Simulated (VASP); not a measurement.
# Au (Fd-3m) in VASP: single point with PBE

Aim: the single point of Au with PBE.

Everything below comes from runs of VASP 6.6.1. Logs are shortened: lines on timing, memory, paths and dates and some standing lists are left out, and cuts for length are marked.

## (1) The cell of the first run

It takes space group Fd-3m (No. 227, cubic). Conventional cell: a = 6.126 Å, b = 6.126 Å, c = 6.126 Å, α = 90.00°, β = 90.00°, γ = 90.00°. Au (site symmetry -43m) has 4 Au at 2.65 Å within 3.5 Å.

This isn't the form of Au at room conditions, which is fcc.

## (2) Single point, PBE, non-collinear spin, zero start, spin-orbit coupling

Input file INCAR:

```
  ALGO = Normal
  EDIFF = 1E-7
  ENCUT = 520
  GGA = PE
  GGA_COMPAT = F
  ISIF = 2
  ISMEAR = -1
  LASPH = T
  LCHARG = F
  LMAXMIX = 4
  LORBIT = 11
  LORBMOM = T
  LREAL = F
  LSORBIT = T
  LWAVE = F
  MAGMOM = 0 0 0 0 0 0
  NBANDS = 34
  NELM = 150
  PREC = Accurate
  SIGMA = 0.05
```

Input file KPOINTS:

```
k-points
0
Gamma
  13 13 13
```

Input file POSCAR:

```
Au
1.0
    0.0000000000      3.0629711930      3.0629711930
    3.0629711930      0.0000000000      3.0629711930
    3.0629711930      3.0629711930      0.0000000000
Au
2
Direct
   -0.1250000000     -0.1250000000     -0.1250000000
    0.1250000000      0.1250000000      0.1250000000
```

Potentials or basis: VASP PAW PBE potentials, release 64 (Au).

Run with:

```sh
> cat potpaw_PBE.64/Au/POTCAR > POTCAR
> mpirun -np 1 vasp_ncl > vasp.out
```

OUTCAR:

```text
EDIFF = 1E-7
   ENCUT = 520
   GGA = PE
   ISIF = 2
   ISMEAR = -1
   LASPH = T
   LORBIT = 11
   LREAL = F
   LSORBIT = T
   NELM = 150
   PREC = Accurate

 ion  position               nearest neighbor table
   1  0.875  0.875  0.875-   2 2.65   2 2.65   2 2.65   2 2.65
   2  0.125  0.125  0.125-   1 2.65   1 2.65   1 2.65   1 2.65

  LATTYP: Found a face centered cubic cell.
 ALAT       =     6.1259423860

  Lattice vectors:

 A1 = (   0.0000000000,   3.0629711930,   3.0629711930)
 A2 = (   3.0629711930,   0.0000000000,   3.0629711930)
 A3 = (   3.0629711930,   3.0629711930,   0.0000000000)

Analysis of symmetry for initial positions (statically):
=====================================================================
 Subroutine PRICEL returns:
 Original cell was already a primitive cell.

 Routine SETGRP: Setting up the symmetry group for a
 face centered cubic supercell.

 Subroutine GETGRP returns: Found 48 space group operations
 (whereof 12 operations were pure point group operations)
 out of a pool of 48 trial point group operations.

The static configuration has the point symmetry D_3d.
 The point group associated with its full space group is O_h .

Analysis of symmetry for dynamics (positions and initial velocities):
=====================================================================
 Subroutine PRICEL returns:
 Original cell was already a primitive cell.

 Routine SETGRP: Setting up the symmetry group for a
 face centered cubic supercell.

 Subroutine GETGRP returns: Found 48 space group operations
 (whereof 12 operations were pure point group operations)
 out of a pool of 48 trial point group operations.

The dynamic configuration has the point symmetry D_3d.
 The point group associated with its full space group is O_h .

Analysis of structural, dynamic, and magnetic symmetry:
=====================================================================
 Subroutine PRICEL returns:
 Original cell was already a primitive cell.

 Routine SETGRP: Setting up the symmetry group for a
 face centered cubic supercell.

 Subroutine GETGRP returns: Found 48 space group operations
 (whereof 12 operations were pure point group operations)
 out of a pool of 48 trial point group operations.

The overall configuration has the point symmetry D_3d.
 The point group associated with its full space group is O_h .

 Subroutine INISYM returns: Found 48 space group operations
 (whereof 12 operations are pure point group operations),
 and found     1 'primitive' translations

----------------------------------------------------------------------------------------

                                     Primitive cell

  volume of cell :      57.4723

  direct lattice vectors                    reciprocal lattice vectors
     0.000000000  3.062971193  3.062971193    -0.163240190  0.163240190  0.163240190
     3.062971193  0.000000000  3.062971193     0.163240190 -0.163240190  0.163240190
     3.062971193  3.062971193  0.000000000     0.163240190  0.163240190 -0.163240190

  length of vectors
     4.331695402  4.331695402  4.331695402     0.282740303  0.282740303  0.282740303

  position of ions in fractional coordinates (direct lattice)
     0.875000000  0.875000000  0.875000000
     0.125000000  0.125000000  0.125000000

  ion indices of the primitive-cell ions
   primitive index   ion index
                 1           1
                 2           2

----------------------------------------------------------------------------------------

 KPOINTS: k-points

Automatic generation of k-mesh.
 Grid dimensions read from file:
 generate k-points for:   13   13   13

 Generating k-lattice:

  Cartesian coordinates                     Fractional coordinates (reciprocal lattice)
    -0.012556938  0.012556938  0.012556938     0.076923077  0.000000000  0.000000000
[... 92 lines left out ...]
 maximum number of plane-waves:      3132
   NGX = 17   NGY = 17   NGZ = 17

 number of electron      22.0000000 magnetization       0.0000000      0.0000000      0.0000000

 number of electron      21.9999998 magnetization      -0.0000000     -0.0000000     -0.0000000

 number of electron      21.9999998 magnetization      -0.0000000     -0.0000000      0.0000000

 number of electron      21.9999998 magnetization       0.0000000     -0.0000000      0.0000000

 Free energy of the ion-electron system (eV)
  ---------------------------------------------------
  ext. energy  EPLUGINS =         0.00000000
  ---------------------------------------------------
  free energy    TOTEN  =        -5.55782933 eV

  energy without entropy =       -5.55100063  energy(sigma->0) =       -5.55441498

 E-fermi :   2.9588     XC(G=0):  -9.4025

 val. band max:        2.9461472880   @ k =   0.4615   0.0000   0.0000
 cond. band min:       3.0329549323   @ k =  -0.4615   0.1538   0.0769
 fundamental gap:      0.0868076443
 Fermi energy:         2.9587564557

 k-point     1 :       0.0000    0.0000    0.0000
  band No.  band energies     occupation
      1      -3.0689      1.00000
      2      -3.0689      1.00000
      3      -1.6514      1.00000
      4      -1.6514      1.00000
      5      -1.6514      1.00000
      6      -1.6514      1.00000
[... 877 lines left out ...]
     33      15.3092      0.00000
     34      15.3092      0.00000

 [... further k-points ...]
[... 5 lines left out ...]
  --------------------------------------------------------------------------------------
  -------------------------------------------------------------------------------------
  Total        0.0366900      0.0366900      0.0366900     -0.0000000      0.0000000      0.0000000
  in kB        1.0228206      1.0228206      1.0228206     -0.0000000      0.0000000      0.0000000
  external PRESSURE =       1.0228206 kB  Pullay stress =       0.0000000 kB

 VOLUME and BASIS-vectors are now :
 -----------------------------------------------------------------------------
  energy-cutoff  :      520.00
  volume of cell :       57.47
      direct lattice vectors                 reciprocal lattice vectors
     0.000000000  3.062971193  3.062971193    -0.163240190  0.163240190  0.163240190
     3.062971193  0.000000000  3.062971193     0.163240190 -0.163240190  0.163240190
     3.062971193  3.062971193  0.000000000     0.163240190  0.163240190 -0.163240190

 POSITION                                       TOTAL-FORCE (eV/Angst)
 -----------------------------------------------------------------------------------
      5.36020      5.36020      5.36020        -0.000000      0.000000     -0.000000
      0.76574      0.76574      0.76574         0.000000     -0.000000      0.000000
 -----------------------------------------------------------------------------------
    total drift:                                0.000000     -0.000000     -0.000000

  FREE ENERGIE OF THE ION-ELECTRON SYSTEM (eV)
  ---------------------------------------------------
  free  energy   TOTEN  =        -5.5578293278 eV

  energy  without entropy=       -5.5510006348  energy(sigma->0) =       -5.55441498

 orbital moment (x)

 # of ion     p       d       tot
 ----------------------------------------
  1         0.000   0.000   0.000
  2         0.000   0.000   0.000
 ----------------------------------------
            0.000   0.000   0.000

 orbital moment (y)

 # of ion     p       d       tot
 ----------------------------------------
  1        -0.000  -0.000  -0.000
  2        -0.000  -0.000  -0.000
 ----------------------------------------
           -0.000  -0.000  -0.000

 orbital moment (z)

 # of ion     p       d       tot
 ----------------------------------------
  1         0.000   0.000   0.000
  2         0.000   0.000   0.000
 ----------------------------------------
            0.000   0.000   0.000

 Spin-Orbit-Coupling matrix elements

 Ion:    1  E_soc:     -0.5455112
 l=   1
     0.0000000    -0.0206715    -0.0206715
    -0.0206715     0.0000000    -0.0206715
    -0.0206715    -0.0206715     0.0000000
 l=   2
     0.0000000    -0.0147226     0.0000000    -0.0147226    -0.0555244
    -0.0147226     0.0000000    -0.0416433    -0.0147226    -0.0138811
     0.0000000    -0.0416433     0.0000000    -0.0416433     0.0000000
    -0.0147226    -0.0147226    -0.0416433     0.0000000    -0.0138811
    -0.0555244    -0.0138811     0.0000000    -0.0138811     0.0000000
 l=   3
     0.0000000     0.0000000     0.0000000     0.0000000     0.0000000     0.0000000     0.0000000
     0.0000000     0.0000000     0.0000000     0.0000000     0.0000000     0.0000000     0.0000000
     0.0000000     0.0000000     0.0000000     0.0000000     0.0000000     0.0000000     0.0000000
     0.0000000     0.0000000     0.0000000     0.0000000     0.0000000     0.0000000     0.0000000
     0.0000000     0.0000000     0.0000000     0.0000000     0.0000000     0.0000000     0.0000000
     0.0000000     0.0000000     0.0000000     0.0000000     0.0000000     0.0000000     0.0000000
     0.0000000     0.0000000     0.0000000     0.0000000     0.0000000     0.0000000     0.0000000

 Ion:    2  E_soc:     -0.5455112
 l=   1
     0.0000000    -0.0206715    -0.0206715
    -0.0206715     0.0000000    -0.0206715
    -0.0206715    -0.0206715     0.0000000
 l=   2
     0.0000000    -0.0147226     0.0000000    -0.0147226    -0.0555244
    -0.0147226     0.0000000    -0.0416433    -0.0147226    -0.0138811
     0.0000000    -0.0416433     0.0000000    -0.0416433     0.0000000
    -0.0147226    -0.0147226    -0.0416433     0.0000000    -0.0138811
    -0.0555244    -0.0138811     0.0000000    -0.0138811     0.0000000
 l=   3
     0.0000000     0.0000000     0.0000000     0.0000000     0.0000000     0.0000000     0.0000000
     0.0000000     0.0000000     0.0000000     0.0000000     0.0000000     0.0000000     0.0000000
     0.0000000     0.0000000     0.0000000     0.0000000     0.0000000     0.0000000     0.0000000
     0.0000000     0.0000000     0.0000000     0.0000000     0.0000000     0.0000000     0.0000000
     0.0000000     0.0000000     0.0000000     0.0000000     0.0000000     0.0000000     0.0000000
     0.0000000     0.0000000     0.0000000     0.0000000     0.0000000     0.0000000     0.0000000
     0.0000000     0.0000000     0.0000000     0.0000000     0.0000000     0.0000000     0.0000000

 total charge

# of ion       s       p       d       tot
------------------------------------------
    1        0.616   0.232   8.766   9.614
    2        0.616   0.232   8.766   9.614
--------------------------------------------------
tot          1.232   0.464  17.531  19.227

 magnetization (x)

# of ion       s       p       d       tot
------------------------------------------
    1        0.000   0.000   0.000   0.000
    2        0.000  -0.000  -0.000  -0.000
--------------------------------------------------
tot          0.000   0.000  -0.000  -0.000

 magnetization (y)

# of ion       s       p       d       tot
------------------------------------------
    1        0.000   0.000   0.000   0.000
    2        0.000  -0.000   0.000   0.000
--------------------------------------------------
tot          0.000   0.000   0.000   0.000

 magnetization (z)

# of ion       s       p       d       tot
------------------------------------------
    1        0.000   0.000   0.000   0.000
    2        0.000   0.000   0.000   0.000
--------------------------------------------------
tot          0.000   0.000   0.000   0.000
```

Wall time 2.7 min (1 thread of Intel Xeon Platinum 8488C (Sapphire Rapids), shared host); peak memory 0.44 GiB.

Results:

| Property | Result |
| --- | --- |
| Free energy | -5.5578 eV |
| Pressure | 0.1 GPa |
| Net moment | 0.00 μB per cell |
| Valence electrons inside the program's atomic spheres | Au 9.61 |

Moments on the atoms (μB; x, y, z):
```
Au  0.00 0.00 0.00
Au  0.00 0.00 0.00
```
